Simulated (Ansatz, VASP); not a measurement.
**Two plane-wave programs on PIr**

The input INCAR:

```
ALGO     = Normal         # electronic algorithm
EDIFF    = 1E-8           # SCF threshold, eV
ENCUT    = 520            # plane-wave cutoff, eV
GGA      = PE             # functional
ISIF     = 2              # what is computed and relaxed
ISMEAR   = -1             # smearing method
LASPH    = True           # aspherical terms in the spheres
LCHARG   = False          # write CHGCAR
LEFG     = True         
LREAL    = False          # projectors in reciprocal space
LWAVE    = False          # write WAVECAR
NBANDS   = 14             # bands
NELM     = 100            # most SCF steps
PREC     = Accurate       # precision mode
SIGMA    = 0.05           # smearing width, eV
```

KPOINTS

```
k-points
0
Gamma
  13 13 13
```

The input POSCAR:

```
PIr
1.0
    0.0184860220      2.4648029302      2.4648029302
    2.4648029302      0.0184860220      2.4648029302
    2.4832889521      2.4832889521      0.0000000000
Ir P
1 1
Direct
    0.0000000000      0.0000000000      0.0000000000
    0.5000000000      0.5000000000      0.5000000000
```

Input for Ansatz:

```yaml
crystal:
  lattice:
    - [0.018486022, 2.4648029302, 2.4648029302]
    - [2.4648029302, 0.018486022, 2.4648029302]
    - [2.4832889521, 2.4832889521, 0.0]
  atoms:
    - { symbol: Ir, position: [0.0, 0.0, 0.0] }
    - { symbol: P, position: [0.5, 0.5, 0.5] }
kpoints:
  mp_grid: { grid: [13, 13, 13] }
scf:
  occupations: { method: fermi_dirac, width: 0.05 }
hamiltonian:
  xc: pbe
  pseudopotentials: { kind: paw }
output:
  forces: true
  stress: true
  eigenvalues: true
  efg: { contact_densities: true }
```

Change from the starting cell: xy shear strain of +1.5 %, PAW files.

Alike in both runs: task electric field gradients; functional PBE; k mesh 13 × 13 × 13; occupations fermi-dirac, width 0.05 eV; no spin polarisation.

```csv
,VASP,Ansatz
version,VASP 6.6.1,Ansatz 0.2.0
potentials or method,"VASP PAW PBE potentials, release 64 (Ir, P)","PAW with Ansatz's default frozen-core files, scalar-relativistic"
plane-wave cutoff (eV),520,420
valence electrons in the cell,14,22
```

|  | VASP | Ansatz | Ansatz less VASP |
| --- | --- | --- | --- |
| pressure (GPa) | 0.4 | 0.0 | -0.42 |
| traceless stress, the component that is largest in VASP (GPa) | -0.05 | -0.05 | +0.004 |
| size of Vzz on the site where it differs most (V/Å²) | 5.5 | 3.6 | -1.89 |

VASP's potentials hold 14 valence electrons a cell and Ansatz's 22, so a difference there can come from the potentials and not from the codes.

Spin-orbit coupling is off throughout.
